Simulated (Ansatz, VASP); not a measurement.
**Mg3SiO: VASP beside Ansatz**

File INCAR:

```
SYSTEM = Mg3SiO
ALGO = Normal
EDIFF = 1E-6
ENCUT = 520
GGA = PE
ISIF = 2
ISMEAR = -1
LASPH = .TRUE.
LCHARG = .TRUE.
LELF = .TRUE.
LREAL = .FALSE.
LVHAR = .TRUE.
LWAVE = .FALSE.
NBANDS = 16
NELM = 80
PREC = Accurate
SIGMA = 0.02
```

The input KPOINTS:

```
k-points
0
G
  6 6 6
  0 0 0
```

File POSCAR:

```
Mg3SiO
1.0
    4.1779988052      0.0000000000      0.0000000000
    0.0000000000      4.1779988052      0.0000000000
    0.0000000000      0.0000000000      4.1779988052
Si O Mg
1 1 3
Direct
    0.0000000000      0.0000000000      0.0000000000
    0.5000000000      0.5000000000      0.5000000000
    0.5000000000      0.5000000000      0.0000000000
    0.5000000000      0.0000000000      0.5000000000
    0.0000000000      0.5000000000      0.5000000000
```

Input for Ansatz:

```yaml
crystal:
  lattice:
    - [4.1779988052, 0.0, 0.0]
    - [0.0, 4.1779988052, 0.0]
    - [0.0, 0.0, 4.1779988052]
  atoms:
    - { symbol: Si, position: [0.0, 0.0, 0.0] }
    - { symbol: O, position: [0.5, 0.5, 0.5] }
    - { symbol: Mg, position: [0.5, 0.5, 0.0] }
    - { symbol: Mg, position: [0.5, 0.0, 0.5] }
    - { symbol: Mg, position: [0.0, 0.5, 0.5] }
kpoints:
  mp_grid: { grid: [6, 6, 6] }
hamiltonian:
  xc: pbe
scf:
  occupations: { method: fermi_dirac, width: 0.02 }
  n_extra_bands: 5
output:
  forces: true
  stress: true
  eigenvalues: true
```

Alike in both runs: task single point; functional PBE; k mesh 6 × 6 × 6; occupations fermi-dirac, width 0.02 eV; no spin polarisation.

|  | VASP | Ansatz |
| --- | --- | --- |
| version | VASP 6.6.1 | Ansatz 0.2.0 |
| potentials or method | VASP PAW PBE potentials, release 64 (Si, O, Mg) | plane waves, PAW |
| plane-wave cutoff (eV) | 520 | 420 |
| valence electrons in the cell | 16 | 40 |

|  | VASP | Ansatz | Ansatz less VASP |
| --- | --- | --- | --- |
| pressure (GPa) | 2.3 | 2.6 | +0.32 |

The functional is the same, so the differences come from potentials, cutoffs and numerics. VASP's potentials hold 16 valence electrons a cell and Ansatz's 40, so a difference there can come from the potentials and not from the codes.
